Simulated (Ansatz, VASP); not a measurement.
## One calculation of F, two programs

File INCAR:

```
PREC     = Accurate       # precision mode
ENCUT    = 520            # plane-wave cutoff, eV
EDIFF    = 1E-6           # SCF threshold, eV
ISMEAR   = -1             # smearing method
SIGMA    = 0.05           # smearing width, eV
LREAL    = F              # projectors in reciprocal space
LASPH    = T              # aspherical terms in the spheres
NELM     = 100            # most SCF steps
ALGO     = Normal         # electronic algorithm
ISIF     = 2              # what is computed and relaxed
LWAVE    = F              # write WAVECAR
LCHARG   = T              # write CHGCAR
GGA      = PS             # functional
LELF     = T              # ELF
LVHAR    = T            
NBANDS   = 22             # bands
```

File KPOINTS:

```
Automatic mesh
0
Gamma
  9 9 4
```

POSCAR

```
F
1.0
    3.1055428992     -1.8488503661      0.1788864599
    3.1055428992      1.8488503661      0.1788864599
   -1.2702229033      0.0000000000      6.9526418663
F
4
Direct
    0.9217777019      0.5857884117      0.0939778158
    0.4142115883      0.0782222981      0.4060221842
    0.0782222981      0.4142115883      0.9060221842
    0.5857884117      0.9217777019      0.5939778158
```

Input for Ansatz:

```yaml
crystal:
  lattice:
    - [3.1055428992, -1.8488503661, 0.1788864599]
    - [3.1055428992, 1.8488503661, 0.1788864599]
    - [-1.2702229033, 0.0, 6.9526418663]
  atoms:
    - { symbol: F, position: [0.9217777019, 0.5857884117, 0.0939778158] }
    - { symbol: F, position: [0.4142115883, 0.0782222981, 0.4060221842] }
    - { symbol: F, position: [0.0782222981, 0.4142115883, 0.9060221842] }
    - { symbol: F, position: [0.5857884117, 0.9217777019, 0.5939778158] }
hamiltonian:
  xc: pbesol
  pseudopotentials:
    kind: paw
    azcp:
      F: "pseudopotentials/F.paw.azcp"
basis:
  ecutwfc: 420
  fft_grid_basis: typed
kpoints:
  mp_grid: { grid: [9, 9, 4], shift: [0, 0, 0] }
magnetization:
  spin_polarized: false
scf:
  occupations: { method: fermi_dirac, width: 0.05 }
  lower_state_search: "off"
output:
  stress: true
```

Alike in both runs: task single point; functional PBEsol; k mesh 9 × 9 × 4; occupations fermi-dirac, width 0.05 eV; no spin polarisation.

|  | VASP | Ansatz |
| --- | --- | --- |
| version | VASP 6.6.1 | Ansatz 0.2.0 |
| potentials or method | VASP PAW PBE potentials, release 64 (F), cutoff 520 eV | plane waves (420 eV) with PAW, scalar-relativistic |
| valence electrons in the cell | 28 | 28 |

VASP gave:

| Item | Value |
| --- | --- |
| pressure (GPa) | -3.3 |
| traceless stress, the component that is largest in VASP (GPa) | -3.89 |

**Question.** Estimate Ansatz's values.

**Answer.** Pressure (GPa): -3.4; traceless stress, the component that is largest in VASP (GPa): -4.83.

VASP's potentials were made for PBE, not for PBEsol, and Ansatz warns of the same on its side.
